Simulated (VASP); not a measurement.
MgO: single point with PBEsol

Crystal: MgO.

```
Mg O
1.0
     0.00000    2.13515    2.13515
     2.13515    0.00000    2.13515
     2.13515    2.13515    0.00000
Mg O
1 1
Direct
  0.97366 0.97366 0.02634
  0.50000 0.50000 0.50000
```

This cell differs from its parent crystal: all Mg atoms moved +0.113 Å, as atom 1 towards its neighbour atom 2 (O) at 2.135 Å.

```yaml
Program: VASP 6.6.1
Task: single point
Functional: PBEsol
Potentials_or_basis: VASP PAW PBE potentials, release 64 (Mg, O)
Cutoff: 520 eV
k_mesh: 10 × 10 × 10
Occupations: gaussian, width 0.05 eV
Spin: no spin polarisation
```

```
Pressure               : -5.1 GPa
Largest force          : 0.545 eV/Å
Band gap on the k mesh : 4.25 eV, direct
```

Forces in eV/Å, atoms in the order of the input:
```
Mg   0.000  0.000  0.545
O    0.000  0.000 -0.545
```

Stress tensor (GPa, compression positive):
```
-6.44  0.00  0.00
 0.00 -6.44  0.00
 0.00  0.00 -2.56
```

Levels at points of the mesh, in eV from the valence-band top:
| k point | band 2 | band 3 | band 4 | band 5 | band 6 | band 7 |
| --- | --- | --- | --- | --- | --- | --- |
| (0.00, 0.00, 0.00) | -0.02 | 0.00 | 0.00 | 4.25 | 15.44 | 15.46 |
| (0.50, 0.00, 0.00) | -4.49 | -0.62 | -0.61 | 7.50 | 12.00 | 15.76 |
| (0.50, 0.50, 0.00) | -3.96 | -1.30 | -1.30 | 8.89 | 9.37 | 12.57 |
| (0.00, 0.50, 0.50) | -3.97 | -1.31 | -1.31 | 8.92 | 9.39 | 12.56 |

It took 15 s on 1 thread of AMD EPYC 9R45 96-Core Processor (Zen 5) (shared host), peak memory 0.12 GiB.

Caveat: the cell differs from its parent crystal (all Mg atoms moved +0.113 Å, as atom 1 towards its neighbour atom 2 (O) at 2.135 Å); the PAW data sets were made with another functional, which shifts forces and pressure a little.
